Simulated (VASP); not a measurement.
# Co (I4/mmm) in VASP: further runs

Co is run at these levels: PBEsol; tasks: single point.

Program: VASP 6.6.1. These are calculated values, not measurements. Logs are shortened: lines on timing, memory, paths and dates and some standing lists are left out, and cuts for length are marked.

## 1. The cell of the first run

The typed cell holds 2 atoms: a = 2.308 Å, b = 2.308 Å, c = 3.264 Å, α = 90.00°, β = 90.00°, γ = 90.00°.

This isn't the form of Co at room conditions, which is hcp.

## 2. Single point, PBEsol, collinear spin, ferromagnetic start (8.70 Å³/atom)

The input, INCAR:

```
PREC     = Accurate       # precision mode
ENCUT    = 520            # plane-wave cutoff, eV
EDIFF    = 1E-6           # SCF threshold, eV
ISMEAR   = -1             # smearing method
SIGMA    = 0.05           # smearing width, eV
LREAL    = False          # projectors in reciprocal space
LASPH    = True           # aspherical terms in the spheres
NELM     = 150            # most SCF steps
ALGO     = Normal         # electronic algorithm
ISIF     = 2              # what is computed and relaxed
LWAVE    = False          # write WAVECAR
LCHARG   = False          # write CHGCAR
ISPIN    = 2              # spin polarisation
MAGMOM   = 1.619 1.619    # initial moments
LORBIT   = 11             # projections on sites
LMAXMIX  = 4              # l up to which the mixer works
GGA      = PS             # functional
NBANDS   = 20             # bands
```

The input, KPOINTS:

```
Automatic mesh
0
Gamma
  15 15 10
```

The input, POSCAR:

```
Co
1.0
    2.3084265862      0.0000000000      0.0000000000
    0.0000000000      2.3084265862      0.0000000000
    0.0000000000      0.0000000000      3.2635935721
Co
2
Direct
    0.0000000000      0.0000000000      0.0000000000
    0.5000000000      0.5000000000      0.5000000000
```

Potentials or basis: VASP PAW PBE potentials, release 64 (Co).

On the command line:

```console
> cat potpaw_PBE.64/Co/POTCAR > POTCAR
> mpirun -np 1 vasp_std > vasp.out
```

OUTCAR:

```text
PREC = Accurate
   ENCUT = 520
   EDIFF = 1E-6
   ISMEAR = -1
   LREAL = False
   LASPH = True
   NELM = 150
   ISIF = 2
   ISPIN = 2
   LORBIT = 11
   GGA = PS

 ion  position               nearest neighbor table
   1  0.000  0.000  0.000-   2 2.31   2 2.31   2 2.31   2 2.31   2 2.31   2 2.31   2 2.31   2 2.31

   2  0.500  0.500  0.500-   1 2.31   1 2.31   1 2.31   1 2.31   1 2.31   1 2.31   1 2.31   1 2.31

  LATTYP: Found a simple tetragonal cell.
 ALAT       =     2.3084265862
 C/A-ratio  =     1.4137740362

  Lattice vectors:

 A1 = (   2.3084265862,   0.0000000000,   0.0000000000)
 A2 = (   0.0000000000,   2.3084265862,   0.0000000000)
 A3 = (   0.0000000000,   0.0000000000,   3.2635935721)

Analysis of symmetry for initial positions (statically):
=====================================================================
 Subroutine PRICEL returns following result:

  LATTYP: Found a body centered tetragonal cell.
 ALAT       =     2.3084265862
 C/A-ratio  =     1.4137740362

  Lattice vectors:

 A1 = (  -1.1542132931,  -1.1542132931,  -1.6317967860)
 A2 = (   1.1542132931,   1.1542132931,  -1.6317967861)
 A3 = (   1.1542132931,  -1.1542132931,   1.6317967860)

   2 primitive cells build up your supercell.

 Routine SETGRP: Setting up the symmetry group for a
 simple tetragonal supercell.

 Subroutine GETGRP returns: Found 16 space group operations
 (whereof 16 operations were pure point group operations)
 out of a pool of 16 trial point group operations.

The static configuration has the point symmetry D_4h.

Analysis of symmetry for dynamics (positions and initial velocities):
=====================================================================
 Subroutine PRICEL returns following result:

  LATTYP: Found a body centered tetragonal cell.
 ALAT       =     2.3084265862
 C/A-ratio  =     1.4137740362

  Lattice vectors:

 A1 = (  -1.1542132931,  -1.1542132931,  -1.6317967860)
 A2 = (   1.1542132931,   1.1542132931,  -1.6317967861)
 A3 = (   1.1542132931,  -1.1542132931,   1.6317967860)

   2 primitive cells build up your supercell.

 Routine SETGRP: Setting up the symmetry group for a
 simple tetragonal supercell.

 Subroutine GETGRP returns: Found 16 space group operations
 (whereof 16 operations were pure point group operations)
 out of a pool of 16 trial point group operations.

The dynamic configuration has the point symmetry D_4h.

Analysis of structural, dynamic, and magnetic symmetry:
=====================================================================
 Subroutine PRICEL returns following result:

  LATTYP: Found a body centered tetragonal cell.
 ALAT       =     2.3084265862
 C/A-ratio  =     1.4137740362

  Lattice vectors:

 A1 = (  -1.1542132931,  -1.1542132931,  -1.6317967860)
 A2 = (   1.1542132931,   1.1542132931,  -1.6317967861)
 A3 = (   1.1542132931,  -1.1542132931,   1.6317967860)

   2 primitive cells build up your supercell.

 Routine SETGRP: Setting up the symmetry group for a
 simple tetragonal supercell.

 Subroutine GETGRP returns: Found 16 space group operations
 (whereof 16 operations were pure point group operations)
 out of a pool of 16 trial point group operations.

The overall configuration has the point symmetry D_4h.

 Subroutine INISYM returns: Found 16 space group operations
 (whereof 16 operations are pure point group operations),
 and found     2 'primitive' translations

----------------------------------------------------------------------------------------

                                     Primitive cell

  volume of cell :       8.6956

  direct lattice vectors                    reciprocal lattice vectors
    -1.154213293 -1.154213293 -1.631796786    -0.000000000 -0.433195496 -0.306410703
     1.154213293  1.154213293 -1.631796786     0.433195496 -0.000000000 -0.306410703
     1.154213293 -1.154213293  1.631796786     0.433195496 -0.433195496  0.000000000

  length of vectors
     2.308067894  2.308067894  2.308067894     0.530608949  0.530608949  0.612630946

  position of ions in fractional coordinates (direct lattice)
     0.000000000  0.000000000  0.000000000

  ion indices of the primitive-cell ions
   primitive index   ion index
                 1           1

----------------------------------------------------------------------------------------

 KPOINTS: Automatic mesh

Automatic generation of k-mesh.
 Grid dimensions read from file:
 generate k-points for:   15   15   10

 Generating k-lattice:

  Cartesian coordinates                     Fractional coordinates (reciprocal lattice)
     0.028879700  0.000000000  0.000000000     0.066666667  0.000000000  0.000000000
     0.000000000  0.028879700  0.000000000     0.000000000  0.066666667  0.000000000
     0.000000000  0.000000000  0.030641070     0.000000000  0.000000000  0.100000000

  Length of vectors
     0.028879700  0.028879700  0.030641070

  Shift w.r.t. Gamma in fractional coordinates (k-lattice)
     0.000000000  0.000000000  0.000000000

 Subroutine IBZKPT returns following result:
 ===========================================

 Found    216 irreducible k-points:

 Following reciprocal coordinates:
            Coordinates               Weight
  0.000000  0.000000  0.000000      1.000000
  0.066667  0.000000  0.000000      4.000000
  0.133333  0.000000  0.000000      4.000000
  0.200000  0.000000  0.000000      4.000000
  0.266667  0.000000  0.000000      4.000000
  0.333333  0.000000  0.000000      4.000000
[... 16 lines left out ...]
  0.266667  0.200000  0.000000      8.000000
  0.333333  0.200000  0.000000      8.000000
 [... further k-points ...]
   k-points           NKPTS =    216   k-points in BZ     NKDIM =    216   number of bands    NBANDS=     20
   number of dos      NEDOS =    301   number of ions     NIONS =      2
   total plane-waves  NPLWV =   7776
   dimension x,y,z NGX =    18 NGY =   18 NGZ =   24
   dimension x,y,z NGXF=    36 NGYF=   36 NGZF=   48
   ions per type =               2
   NGX,Y,Z   is equivalent  to a cutoff of  12.96, 12.96, 12.23 a.u.
   NGXF,Y,Z  is equivalent  to a cutoff of  25.93, 25.93, 24.45 a.u.
 SYSTEM =  unknown system
   PREC   = accura    normal or accurate (medium, high low for compatibility)
   ISTART =      0    job   : 0-new  1-cont  2-samecut
   ICHARG =      2    charge: 1-file 2-atom 10-const
   ISPIN  =      2    spin polarized calculation?
   LNONCOLLINEAR =      F non collinear calculations
   LSORBIT =      F    spin-orbit coupling
   LASPH  =      T    aspherical Exc in radial PAW
   ENCUT  =  520.0 eV  38.22 Ry    6.18 a.u.   4.29  4.29  6.07*2*pi/ulx,y,z
   NELM   =    150;   NELMIN=  2; NELMDL= -5     # of ELM steps
   EDIFF  = 0.1E-05   stopping-criterion for ELM
   LREAL  =      F    real-space projection
   EDIFFG = 0.1E-04   stopping-criterion for IOM
   NSW    =      0    number of steps for IOM
   IBRION =     -1    ionic relax: 0-MD 1-quasi-New 2-CG
   NFREE  =      0    steps in history (QN), initial steepest desc. (CG)
   ISIF   =      2    stress and relaxation
   ISYM   =      2    0-nonsym 1-usesym 2-fastsym
   POTIM  = 0.5000    time-step for ionic-motion
   TEBEG  =    0.0;   TEEND  =   0.0 temperature during run
   PSTRESS=    0.0 pullay stress
   NELECT =      18.0000    total number of electrons
   NUPDOWN=      -1.0000    fix difference up-down
   EMIN   =  10.00;   EMAX   =-10.00  energy-range for DOS
   EFERMI =   0.00;   METHOD = LEGACY
   ISMEAR =    -1;   SIGMA  =   0.05  broadening in eV -4-tet -1-fermi 0-gaus
   EFERMI_NEDOS =   21; number of points for ismear=-14 and -15
   IALGO  =     38    algorithm
   IMIX   =      4    mixing-type and parameters
     AMIX     =   0.40;   BMIX     =  1.00
     AMIX_MAG =   1.60;   BMIX_MAG =  1.00
  volume/ion in A,a.u.               =       8.70        58.68
  Fermi-wavevector in a.u.,A,eV,Ry     =   1.655984  3.129357 37.311047  2.742285
  Thomas-Fermi vector in A             =   2.743987
   LORBIT       =     11    0 simple, 1 ext, 2 COOP (PROOUT), +10 PAW based schemes
   GGA     = PS    functional components
   LHFCALC =     F    Hartree Fock is set to
   AEXX    =    0.0000 exact exchange contribution
   IVDW    =     0    specifies the selected vdW correction
   LEPSILON=     F    determine dielectric tensor
   LRPA    =     F    only Hartree local field effects (RPA)
 spin polarized calculation
  energy-cutoff  :      520.00
  volume of cell :       17.39
 maximum number of plane-waves:       488
 NGX is ok and might be reduce to    18
   NGX =  9   NGY =  9   NGZ = 13

 number of electron      18.0000021 magnetization       2.0273343

 Free energy of the ion-electron system (eV)
  ---------------------------------------------------
  ext. energy  EPLUGINS =         0.00000000
  ---------------------------------------------------
  free energy    TOTEN  =       -14.87907178 eV

  energy without entropy =      -14.84869330  energy(sigma->0) =      -14.86388254

 E-fermi :  13.6034     XC(G=0): -14.9523

 val. band max:       13.6022857499   @ k =   0.1333   0.0000   0.2000
 cond. band min:      13.6044303704   @ k =   0.3333   0.0000   0.3000
 fundamental gap:      0.0021446205
 Fermi energy:        13.6034451161

 spin component 1

 k-point     1 :       0.0000    0.0000    0.0000
  band No.  band energies     occupation
      1       3.2584      1.00000
      2       7.1590      1.00000
      3       7.9507      1.00000
      4      10.7330      1.00000
      5      10.7330      1.00000
      6      10.7373      1.00000
[... 12 lines left out ...]
     19      44.6123      0.00000
     20      44.6172      0.00000

 k-point     2 :       0.0667    0.0000    0.0000
  band No.  band energies     occupation
      1       3.3992      1.00000
      2       7.2442      1.00000
      3       8.0150      1.00000
      4      10.6775      1.00000
      5      10.7701      1.00000
      6      10.7867      1.00000
[... 12 lines left out ...]
     19      43.1737      0.00000
     20      44.0517      0.00000
[... 465 lines left out ...]
      3       9.4030      1.00000
      4       9.5034      1.00000
      5      10.0002      1.00000
      6      11.3163      1.00000
[... 12 lines left out ...]
     19      38.7431      0.00000
     20      46.3387      0.00000

 k-point    24 :       0.3333    0.2000    0.0000
  band No.  band energies     occupation
      1       6.9566      1.00000
      2       8.5524      1.00000
      3       9.1669      1.00000
      4       9.5532      1.00000
      5       9.8552      1.00000
      6      11.0864      1.00000
[... 12 lines left out ...]
     19      39.7238      0.00000
     20      46.0929      0.00000

 [... further k-points ...]

 spin component 2

 k-point     1 :       0.0000    0.0000    0.0000
  band No.  band energies     occupation
      1       3.3401      1.00000
      2       7.8508      1.00000
      3       8.7278      1.00000
      4      11.7186      1.00000
      5      11.7186      1.00000
      6      11.7191      1.00000
[... 12 lines left out ...]
     19      44.7229      0.00000
     20      44.7300      0.00000

 k-point     2 :       0.0667    0.0000    0.0000
  band No.  band energies     occupation
      1       3.4813      1.00000
      2       7.9403      1.00000
      3       8.7916      1.00000
      4      11.6565      1.00000
      5      11.7576      1.00000
      6      11.7700      1.00000
[... 12 lines left out ...]
     19      43.5884      0.00000
     20      44.1969      0.00000
[... 465 lines left out ...]
      3      10.2764      1.00000
      4      10.2776      1.00000
      5      10.7862      1.00000
      6      12.3247      1.00000
[... 12 lines left out ...]
     19      38.9573      0.00000
     20      46.5038      0.00000

 k-point    24 :       0.3333    0.2000    0.0000
  band No.  band energies     occupation
      1       7.1858      1.00000
      2       9.3022      1.00000
      3      10.0179      1.00000
      4      10.3377      1.00000
      5      10.6205      1.00000
      6      12.0327      1.00000
[... 12 lines left out ...]
     19      39.9332      0.00000
     20      46.6374      0.00000

 [... further k-points ...]
[... 5 lines left out ...]
  --------------------------------------------------------------------------------------
  -------------------------------------------------------------------------------------
  Total        6.1087001      6.1087001      6.1598691      0.0000000      0.0000000     -0.0000000
  in kB      562.7703213    562.7703213    567.4843179      0.0000000      0.0000000     -0.0000000
  external PRESSURE =     564.3416535 kB  Pullay stress =       0.0000000 kB

 VOLUME and BASIS-vectors are now :
 -----------------------------------------------------------------------------
  energy-cutoff  :      520.00
  volume of cell :       17.39
      direct lattice vectors                 reciprocal lattice vectors
     2.308426586  0.000000000  0.000000000     0.433195496  0.000000000  0.000000000
     0.000000000  2.308426586  0.000000000     0.000000000  0.433195496  0.000000000
     0.000000000  0.000000000  3.263593572     0.000000000  0.000000000  0.306410703

 POSITION                                       TOTAL-FORCE (eV/Angst)
 -----------------------------------------------------------------------------------
      0.00000      0.00000      0.00000         0.000000      0.000000     -0.000000
      1.15421      1.15421      1.63180        -0.000000     -0.000000      0.000000
 -----------------------------------------------------------------------------------
    total drift:                                0.000000     -0.000000     -0.000000

  FREE ENERGIE OF THE ION-ELECTRON SYSTEM (eV)
  ---------------------------------------------------
  free  energy   TOTEN  =       -14.8790717825 eV

  energy  without entropy=      -14.8486933006  energy(sigma->0) =      -14.86388254

 total charge

# of ion       s       p       d       tot
------------------------------------------
    1        0.597   0.750   7.457   8.804
    2        0.597   0.750   7.457   8.804
--------------------------------------------------
tot          1.194   1.500  14.914  17.608

 magnetization (x)

# of ion       s       p       d       tot
------------------------------------------
    1       -0.011  -0.032   1.040   0.997
    2       -0.011  -0.032   1.040   0.997
--------------------------------------------------
tot         -0.021  -0.064   2.080   1.995
```

Run time: 2.4 min. Hardware: 1 thread of Intel Xeon Platinum 8259CL at 2.50GHz (Skylake/Cascade Lake), shared host; peak memory 0.21 GiB.

Results:

- Free energy: -14.8791 eV
- Pressure: 56.4 GPa
- Band gap on the k mesh: zero (filled and empty bands overlap)
- Net moment: 2.03 μB per cell
- Site moments: Co +1.00 μB
- Valence electrons inside the program's atomic spheres: Co 8.80

Caveat: the cell stands under pressure; the PAW data sets were made with another functional, which shifts forces and pressure a little.

## 3. Single point, PBEsol, collinear spin, ferromagnetic start (9.09 Å³/atom)

This run uses another cell than the first one, of 9.09 Å³/atom.

The input, INCAR:

```
  PREC = Accurate
  ENCUT = 520
  EDIFF = 1E-6
  ISMEAR = -1
  SIGMA = 0.05
  LREAL = F
  LASPH = T
  NELM = 150
  ALGO = Normal
  ISIF = 2
  LWAVE = F
  LCHARG = F
  ISPIN = 2
  MAGMOM = 1.619 1.619
  LORBIT = 11
  LMAXMIX = 4
  GGA = PS
  NBANDS = 20
```

KPOINTS is that of step 2.

The input, POSCAR:

```
Co
1.0
    2.3428857947      0.0000000000      0.0000000000
    0.0000000000      2.3428857947      0.0000000000
    0.0000000000      0.0000000000      3.3123111064
Co
2
Direct
    0.0000000000      0.0000000000      0.0000000000
    0.5000000000      0.5000000000      0.5000000000
```

Potentials or basis: VASP PAW PBE potentials, release 64 (Co).

On the command line:

```console
> cat potpaw_PBE.64/Co/POTCAR > POTCAR
> mpirun -np 1 vasp_std > vasp.out
```

It took 2.3 min on 1 thread of Intel Xeon Platinum 8259CL at 2.50GHz (Skylake/Cascade Lake), shared host; peak memory 0.22 GiB.

It converged, with:

```yaml
Free_energy: -15.1288 eV
Pressure: 42.9 GPa
Net_moment: 2.89 μB per cell
Site_moments: Co +1.43 μB
Valence_electrons_inside_the_program's_atomic_spheres: Co 8.68
```

Stress tensor (GPa, compression positive):
```
42.78  0.00  0.00
 0.00 42.78  0.00
 0.00  0.00 43.13
```

Levels at points of the mesh, in eV from the Fermi level:
Spin up:
| k point | band 7 | band 8 | band 9 | band 10 | band 11 | band 12 | band 13 | band 14 |
| --- | --- | --- | --- | --- | --- | --- | --- | --- |
| (0.00, 0.00, 0.00) | -1.44 | -1.44 | -0.39 | 0.00 | 0.00 | 2.90 | 11.63 | 16.80 |
| (0.00, 0.00, 0.50) | -1.70 | -1.70 | -1.70 | -1.70 | -0.93 | -0.93 | 21.94 | 21.94 |
Spin down:
```tsv
k point	band 6	band 7	band 8	band 9	band 10	band 11
(0.00, 0.00, 0.00)	-1.52	0.25	0.26	1.39	1.65	1.65
(0.00, 0.00, 0.50)	-0.89	-0.21	-0.21	-0.21	-0.21	0.81
```

Caveat: the cell stands under pressure; the PAW data sets were made with another functional, which shifts forces and pressure a little.

(Continued in part 2 of 2.)
